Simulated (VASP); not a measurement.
# Al2Ga: single point with PBE

Al2Ga:

```xyz
3
Lattice="4.6701 0.0000 0.0000 -2.3350 4.0444 0.0000 0.0000 0.0000 2.9076" Properties=species:S:1:pos:R:3 pbc="T T T"
Al    0.0000    2.6963    1.4538
Al    2.3350    1.3481    1.4538
Ga    0.0000    0.0000    0.0000
```

```
Program                : VASP 6.6.1
Task                   : single point
Functional             : PBE
Potentials or basis    : VASP PAW PBE potentials, release 64 (Al, Ga_d)
Cutoff                 : 520 eV
k mesh                 : 12 × 12 × 16
Occupations            : gaussian, width 0.1 eV
Spin                   : no spin polarisation
Dipole correction      : no
Further INCAR settings : ALGO = Fast; EDIFF = 1e-07; NBANDS = 16
```

```json
{"Pressure": "0.0 GPa"}
```

Levels at points of the mesh, in eV from the Fermi level:
| k point | band 7 | band 8 | band 9 | band 10 | band 11 | band 12 |
| --- | --- | --- | --- | --- | --- | --- |
| (0.00, 0.00, 0.00) | -2.12 | -1.69 | -1.69 | -1.51 | -1.51 | -1.15 |
| (0.50, 0.00, 0.00) | -8.11 | -3.85 | -3.78 | 4.38 | 4.52 | 4.87 |
| (0.00, 0.00, 0.50) | -6.16 | 1.30 | 1.30 | 1.92 | 2.04 | 2.31 |
| (0.50, 0.00, 0.50) | -4.24 | -3.90 | -3.56 | 0.08 | 0.35 | 0.49 |

Wall time 3.7 min on 1 thread of Oxide Virtual Turin-like Processor, with other jobs on the host, peak memory 0.25 GiB.
